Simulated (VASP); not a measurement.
Crystal: PbO.

```
Pb O
1.0
     0.00000    2.83174    2.83174
     2.83174    0.00000    2.83174
     2.83174    2.83174    0.00000
Pb O
1 1
Direct
  0.00000 0.00000 0.00000
  0.25000 0.25000 0.25000
```

- Program: VASP 6.6.1
- Task: relaxation of cell and atoms
- Functional: r2SCAN
- Potentials or basis: VASP PAW PBE potentials, release 64 (Pb_d, O)
- Cutoff: 600 eV
- k mesh: 8 × 8 × 8
- Occupations: fermi-dirac, width 0.02 eV
- Spin: no spin polarisation

At the start: pressure -2.1 GPa; volume 22.71 Å³/atom.

Problem. How do energy, volume and symmetry change on relaxing?

Solution. Over 3 steps the energy falls by 4.8 meV/atom and the volume is 22.00 Å³/atom (-3.1 %); space group F-43m (No. 216, to 0.05 Å).

The path:
| step | energy change (eV) | largest force (eV/Å) | pressure (GPa) | volume (Å³) |
| --- | --- | --- | --- | --- |
| 1 | 0.0000 | 0.0000 | -2.10 | 45.41 |
| 2 | -0.0082 | 0.0000 | 0.85 | 43.49 |
| 3 | -0.0095 | 0.0000 | 0.00 | 44.00 |

Final structure:
```xyz
2
Lattice="0.0000 2.8020 2.8020 2.8020 0.0000 2.8020 2.8020 2.8020 0.0000" Properties=species:S:1:pos:R:3 pbc="T T T"
Pb    0.0000    0.0000    0.0000
O     1.4010    1.4010    1.4010
```

Caveat: the PAW data sets were made with another functional, which shifts forces and pressure a little.
